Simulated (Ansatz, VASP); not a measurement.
## Two plane-wave programs on AlN

```xyz
2
Lattice="0.0000 2.1996 2.1996 2.1996 0.0000 2.1996 2.1996 2.1996 0.0000" Properties=species:S:1:pos:R:3 pbc="T T T"
Al    0.0000    0.0000    0.0000
N     1.0998    1.0998    1.0998
```

Alike in both runs: task single point; functional PBEsol; k mesh 8 × 8 × 8; no spin polarisation.

|  | VASP | Ansatz |
| --- | --- | --- |
| version | VASP 6.6.1 | Ansatz 0.2.0 |
| potentials or method | VASP PAW PBE potentials, release 64 (Al, N) | PAW with Ansatz's default frozen-core files, scalar-relativistic |
| plane-wave cutoff (eV) | 600 | 420 |
| occupations | gaussian, width 0.01 eV | fixed |
| valence electrons in the cell | 8 | 8 |

Ansatz gave:

```
gap on the k mesh at the Fermi level (eV) : 3.18
pressure (GPa)                            : -2.9
```

**Question.** What did VASP give for the same quantities?

**Answer.** gap on the k mesh at the Fermi level (eV): 3.18; pressure (GPa): -3.1.

VASP's potentials were made for PBE, not for PBEsol.
